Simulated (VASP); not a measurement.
A run of VASP 6.6.1 is set up as follows.

The input INCAR:

```
SYSTEM = WC
PREC = Accurate ; ENCUT = 520
EDIFF = 1E-6 ; ISMEAR = 0
SIGMA = 0.15 ; LREAL = .FALSE.
LASPH = .TRUE. ; NELM = 100
ALGO = Normal ; ISIF = 2
LWAVE = .FALSE. ; LCHARG = .FALSE.
GGA = PS ; NBANDS = 16
```

The input KPOINTS:

```
Automatic mesh
0
G
  18 18 18
  0 0 0
```

File POSCAR:

```
WC
1.0
    0.0000000000      2.1926840000      2.1926840000
    2.1926840000      0.0000000000      2.1926840000
    2.1926840000      2.1926840000      0.0000000000
W C
1 1
Direct
   -0.0142519396     -0.0142519396      0.0142519396
    0.5000000000      0.5000000000      0.5000000000
```

Potentials or basis: VASP PAW PBE potentials, release 64 (W_sv, C).

Command:

```sh
$ cat potpaw_PBE.64/W_sv/POTCAR potpaw_PBE.64/C/POTCAR > POTCAR
$ mpirun -np 1 vasp_std > vasp.out
```

(1) What does it give for the band gap on the k mesh?

(2) Predict the pressure.

(3) What does it give for the largest force?

Answers

(1) zero (bands 9 and 10 overlap by 3.11 eV).

(2) -8.5 GPa.

(3) 0.400 eV/Å.

Caveat: the cell differs from its parent crystal (all W atoms moved +0.062 Å, as atom 1 towards its neighbour atom 2 (C) at 2.193 Å); the cell stands under tension; the PAW data sets were made with another functional, which shifts forces and pressure a little; spin-orbit coupling is left out, which moves the levels of the heavy elements.
